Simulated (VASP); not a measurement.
# TiIn2 (P6/mmm) in VASP: further runs, part 2 of 2

VASP 6.6.1.

### Step 4. Single point, PBE

This run uses another cell than the first one, of 22.76 Å³/atom, 1.070 times its volume.

Contents of INCAR:

```
SYSTEM = TiIn2
ALGO = Normal
EDIFF = 1E-6
ENCUT = 520
GGA = PE
ISIF = 2
ISMEAR = 0
LASPH = .True.
LCHARG = .True.
LELF = .True.
LREAL = .False.
LVHAR = .True.
LWAVE = .False.
NBANDS = 26
NELM = 80
PREC = Accurate
SIGMA = 0.1
```

Contents of KPOINTS:

```
k-points
0
Gamma
  6 6 4
  0 0 0
```

Contents of POSCAR:

```
TiIn2
1.0
    4.1465171900      0.0000000000      0.0000000000
   -2.0732585900      3.5909892200      0.0000000000
    0.0000000000      0.0000000000      4.5865472000
Ti In
1 2
Direct
    0.0000000000      0.0000000000      0.0000000000
    0.3333333300      0.6666666700      0.5000000000
    0.6666666700      0.3333333300      0.5000000000
```

Command:

```sh
$ cat potpaw_PBE.64/Ti_sv/POTCAR potpaw_PBE.64/In_d/POTCAR > POTCAR
$ mpirun -np 1 vasp_std > vasp.out
```

Wall time 41 s (1 thread of AMD EPYC 7R43 (Zen 3), shared host); peak memory 0.16 GiB.

It converged, with:

| Property | Result |
| --- | --- |
| Free energy | -9.7243 eV |
| Pressure | 14.7 GPa |
| Band gap on the k mesh | zero (band 19 reaches 8.37 eV, above the bottom of band 20 at 8.21 eV) |

Stress tensor (GPa, compression positive):
```
 30.05   0.00   0.00
  0.00  30.05   0.00
  0.00   0.00 -15.86
```

Levels at points of the mesh, in eV from the Fermi level:
| k point | band 17 | band 18 | band 19 | band 20 | band 21 | band 22 |
| --- | --- | --- | --- | --- | --- | --- |
| (0.00, 0.00, 0.00) | -0.91 | -0.53 | -0.53 | 0.35 | 0.35 | 2.18 |
| (0.50, 0.00, 0.00) | -1.39 | -1.36 | -0.78 | 0.27 | 0.80 | 0.95 |
| (0.00, 0.00, 0.50) | -0.01 | -0.01 | 0.16 | 0.16 | 0.19 | 1.85 |
| (0.50, 0.00, 0.50) | -2.20 | -1.96 | -1.82 | 0.40 | 0.84 | 1.12 |

Caveat: spin-orbit coupling is left out, which moves the levels of the heavy elements.

### Step 5. Single point, PBE

Contents of INCAR:

```
PREC = Accurate ; ENCUT = 520
EDIFF = 1E-7 ; ISMEAR = 0
SIGMA = 0.1 ; LREAL = False
LASPH = True ; NELM = 100
ALGO = Fast ; ISIF = 2
LWAVE = False ; LCHARG = True
GGA = PE ; LELF = True
LVHAR = True ; NBANDS = 26
```

Contents of KPOINTS:

```
regular mesh
0
Gamma
  6 6 6
```

Contents of POSCAR:

```
TiIn2
1.0
    4.9402759951      0.0000000000      0.0000000000
   -2.4701379976      4.2784045135      0.0000000000
    0.0000000000      0.0000000000      3.0205643962
Ti In
1 2
Direct
    0.0000000000      0.0000000000      0.0000000000
    0.3333333333      0.6666666667      0.5000000000
    0.6666666667      0.3333333333      0.5000000000
```

Command:

```sh
$ cat potpaw_PBE.64/Ti_sv/POTCAR potpaw_PBE.64/In_d/POTCAR > POTCAR
$ mpirun -np 1 vasp_std > vasp.out
```

It took 3 min on 1 thread of AMD EPYC 7R43 (Zen 3), shared host; peak memory 0.17 GiB.

The run converged. Its results:

| Property | Result |
| --- | --- |
| Free energy | -12.6742 eV |
| Pressure | -0.1 GPa |
| Band gap on the k mesh | zero (band 19 reaches 9.27 eV, above the bottom of band 20 at 8.37 eV) |

Stress tensor (GPa, compression positive):
```
-0.06  0.00  0.00
 0.00 -0.06  0.00
 0.00  0.00 -0.17
```

Levels at points of the mesh, in eV from the Fermi level:
```
           k point  band 16  band 17  band 18  band 19  band 20  band 21  band 22  band 23
(0.00, 0.00, 0.00)    -2.52    -2.52    -1.89    -0.99     0.84     0.84     1.58     1.58
(0.50, 0.00, 0.00)    -7.13    -2.92    -2.23    -0.21     0.02     1.43     1.58     1.98
(0.00, 0.00, 0.50)    -4.59    -0.76    -0.76     0.39     0.39     1.68     1.68     1.69
(0.50, 0.00, 0.50)    -3.32    -2.75    -2.13    -1.91     0.71     0.72     1.47     2.26
```

Caveat: spin-orbit coupling is left out, which moves the levels of the heavy elements.

### Step 6. Relaxation of cell and atoms, PBE

This run uses another cell than the first one, of 22.76 Å³/atom, 1.070 times its volume.

Contents of INCAR:

```
SYSTEM = TiIn2
PREC = Accurate ; ENCUT = 600
EDIFF = 1E-7 ; ISMEAR = 0
SIGMA = 0.1 ; LREAL = .FALSE.
LASPH = .TRUE. ; NELM = 60
ALGO = Normal ; ISIF = 3
LWAVE = .FALSE. ; LCHARG = .FALSE.
GGA = PE ; IBRION = 2
NSW = 90 ; EDIFFG = -0.04
```

Contents of KPOINTS:

```
regular mesh
0
G
  6 6 4
  0 0 0
```

Contents of POSCAR:

```
TiIn2
1.0
    4.1465171900      0.0000000000      0.0000000000
   -2.0732585900      3.5909892200      0.0000000000
    0.0000000000      0.0000000000      4.5865472000
Ti In
1 2
Direct
    0.0000000000      0.0000000000      0.0000000000
    0.3333333300      0.6666666700      0.5000000000
    0.6666666700      0.3333333300      0.5000000000
```

Potentials or basis: VASP PAW PBE potentials, release 64 (Ti_sv, In_d).

Command:

```sh
$ cat potpaw_PBE.64/Ti_sv/POTCAR potpaw_PBE.64/In_d/POTCAR > POTCAR
$ mpirun -np 1 vasp_std > vasp.out
```

It took 16 min on 1 thread of AMD EPYC 7R43 (Zen 3), shared host; peak memory 0.2 GiB.

Results (log left out):

* Free energy: -12.5874 eV
* Relaxed volume: 21.46 Å³/atom
* Relaxed cell: a = 5.051 Å, b = 5.051 Å, c = 2.914 Å, α = 90.00°, β = 90.00°, γ = 120.00°
* Space group after relaxing (to 0.05 Å): P6/mmm (No. 191)
* Energy gained by relaxing: 954.3 meV/atom
* Ionic steps: 17
* Pressure after relaxing: 0.0 GPa
* Band gap on the k mesh: zero (band 19 reaches 9.30 eV, above the bottom of band 20 at 8.53 eV)

Stress tensor (GPa, compression positive):
```
 0.06  0.00  0.00
 0.00  0.06  0.00
 0.00  0.00 -0.04
```

The path:
```csv
step,energy change (eV),largest force (eV/Å),pressure (GPa),volume (Å³)
1,0.0000,0.0000,14.79,68.29
2,-1.4219,0.0000,-9.55,88.60
3,-1.5888,0.0000,-6.52,81.55
4,-2.2151,0.0000,-4.41,72.56
5,-2.6915,0.0000,0.95,63.88
6,-0.3556,0.0000,54.46,46.65
7,-2.7228,0.0000,2.37,62.57
8,-2.7357,0.0000,4.30,61.06
9,-2.8351,0.0000,1.67,62.64
10,-2.8476,0.0000,1.41,63.01
11,-2.8458,0.0000,1.32,63.63
12,-2.8570,0.0000,1.29,63.25
13,-2.8580,0.0000,1.25,63.45
14,-2.8589,0.0000,1.27,63.38
15,-2.8572,0.0000,-1.00,65.17
16,-2.8623,0.0000,0.22,64.16
17,-2.8629,0.0000,0.03,64.37
```

Final structure:
```cif
data_structure
_symmetry_space_group_name_H-M 'P 1'
_symmetry_Int_Tables_number 1
_cell_length_a 5.0507
_cell_length_b 5.0507
_cell_length_c 2.9136
_cell_angle_alpha 90.000
_cell_angle_beta 90.000
_cell_angle_gamma 120.000
_cell_volume 64.37
loop_
_atom_site_label
_atom_site_type_symbol
_atom_site_fract_x
_atom_site_fract_y
_atom_site_fract_z
_atom_site_occupancy
Ti1 Ti 0.00000 0.00000 0.00000 1
In1 In 0.33333 0.66667 0.50000 1
In2 In 0.66667 0.33333 0.50000 1
```

Levels at points of the mesh, in eV from the Fermi level:
```tsv
k point	band 17	band 18	band 19	band 20	band 21	band 22
(0.00, 0.00, 0.00)	-2.62	-2.46	-1.09	0.57	0.57	1.84
(0.50, 0.00, 0.00)	-3.03	-2.41	-0.35	-0.02	1.74	1.84
(0.00, 0.00, 0.50)	-0.79	-0.79	0.54	0.54	1.31	1.86
(0.50, 0.00, 0.50)	-2.72	-2.06	-1.76	0.81	0.83	1.39
```

Caveat: spin-orbit coupling is left out, which moves the levels of the heavy elements.

### Step 7. Relaxation of cell and atoms, PBE

This run uses another cell than the first one, of 21.46 Å³/atom, 1.008 times its volume.

Contents of INCAR:

```
PREC = Accurate
ENCUT = 600
EDIFF = 1E-7
ISMEAR = 0
SIGMA = 0.1
LREAL = False
LASPH = True
NELM = 80
ALGO = Normal
ISIF = 3
LWAVE = False
LCHARG = False
GGA = PE
IBRION = 2
NSW = 90
EDIFFG = -0.04
```

Contents of KPOINTS:

```
regular mesh
0
Gamma
  6 6 6
```

Contents of POSCAR:

```
TiIn2
1.0
    5.0568291460      0.0000000000      0.0000000000
   -2.5284145730      4.3793425031      0.0000000000
    0.0000000000      0.0000000000      2.9070122173
Ti In
1 2
Direct
    0.0000000000      0.0000000000      0.0000000000
    0.3333333333      0.6666666667      0.5000000000
    0.6666666667      0.3333333333      0.5000000000
```

Command:

```sh
$ cat potpaw_PBE.64/Ti_sv/POTCAR potpaw_PBE.64/In_d/POTCAR > POTCAR
$ mpirun -np 1 vasp_std > vasp.out
```

Wall time 5.7 min (1 thread of AMD EPYC 7R43 (Zen 3), shared host); peak memory 0.17 GiB.

The run converged. Its results:

* Free energy: -12.6741 eV
* Relaxed volume: 21.20 Å³/atom
* Relaxed cell: a = 4.936 Å, b = 4.936 Å, c = 3.014 Å, α = 90.00°, β = 90.00°, γ = 120.00°
* Space group after relaxing (to 0.05 Å): P6/mmm (No. 191)
* Energy gained by relaxing: 21.4 meV/atom
* Ionic steps: 5
* Pressure after relaxing: 0.3 GPa
* Band gap on the k mesh: zero (band 19 reaches 9.32 eV, above the bottom of band 20 at 8.42 eV)

Step by step:
```csv
step,energy change (eV),largest force (eV/Å),pressure (GPa),volume (Å³)
1,0.0000,0.0000,-0.07,64.38
2,-0.0622,0.0000,-0.48,64.24
3,-0.0637,0.0000,-0.48,64.20
4,-0.0637,0.0000,-0.48,64.21
5,-0.0642,0.0000,0.25,63.60
```

Final structure:
```cif
data_structure
_symmetry_space_group_name_H-M 'P 1'
_symmetry_Int_Tables_number 1
_cell_length_a 4.9359
_cell_length_b 4.9359
_cell_length_c 3.0142
_cell_angle_alpha 90.000
_cell_angle_beta 90.000
_cell_angle_gamma 120.000
_cell_volume 63.60
loop_
_atom_site_label
_atom_site_type_symbol
_atom_site_fract_x
_atom_site_fract_y
_atom_site_fract_z
_atom_site_occupancy
Ti1 Ti 0.00000 0.00000 0.00000 1
In1 In 0.33333 0.66667 0.50000 1
In2 In 0.66667 0.33333 0.50000 1
```

Levels at points of the mesh, in eV from the Fermi level:
```tsv
k point	band 15	band 16	band 17	band 18	band 19	band 20	band 21	band 22	band 23
(0.00, 0.00, 0.00)	-9.89	-2.53	-2.53	-1.89	-0.99	0.84	0.84	1.59	1.59
(0.50, 0.00, 0.00)	-8.10	-7.15	-2.93	-2.24	-0.21	0.02	1.44	1.60	1.99
(0.00, 0.00, 0.50)	-5.80	-4.61	-0.77	-0.77	0.39	0.39	1.69	1.69	1.69
(0.50, 0.00, 0.50)	-4.81	-3.31	-2.76	-2.13	-1.92	0.72	0.72	1.48	2.29
```

Caveat: the k points lie up to 0.35 Å⁻¹ apart in the final cell; spin-orbit coupling is left out, which moves the levels of the heavy elements.

### Step 8. The runs side by side

| task | spin | cell | k mesh | cutoff (eV) | gap on the mesh (eV) | pressure (GPa) | relaxed volume (Å³/atom) |
| --- | --- | --- | --- | --- | --- | --- | --- |
| single point | collinear, ferromagnetic start | a = 4.940, b = 4.940, c = 3.021 Å, angles 90.0, 90.0, 120.0°, 3 atoms | 6 × 6 × 6 | 520 | none | 0.2 | - |
| single point | off | a = 5.057, b = 5.057, c = 2.907 Å, angles 90.0, 90.0, 120.0°, 3 atoms | 6 × 6 × 4 | 520 | none | 0.0 | - |
| single point | off | a = 4.147, b = 4.147, c = 4.587 Å, angles 90.0, 90.0, 120.0°, 3 atoms | 6 × 6 × 4 | 520 | none | 14.7 | - |
| single point | off | a = 4.940, b = 4.940, c = 3.021 Å, angles 90.0, 90.0, 120.0°, 3 atoms | 6 × 6 × 6 | 520 | none | -0.1 | - |
| relaxation of cell and atoms | off | relaxed from a = 4.147, b = 4.147, c = 4.587 Å, angles 90.0, 90.0, 120.0°, 3 atoms | 6 × 6 × 4 | 600 | none | 0.0 | 21.46 |
| relaxation of cell and atoms | off | relaxed from a = 5.057, b = 5.057, c = 2.907 Å, angles 90.0, 90.0, 120.0°, 3 atoms | 6 × 6 × 6 | 600 | none | 0.3 | 21.20 |

Alike in all rows: level PBE; potentials or basis VASP PAW PBE potentials, release 64 (Ti_sv, In_d); smearing gaussian 0.1 eV.

Caveats: some runs use coarse meshes; spin-orbit coupling is left out, which moves the levels of the heavy elements.

Absolute energies hang on the potentials; compare differences alone.
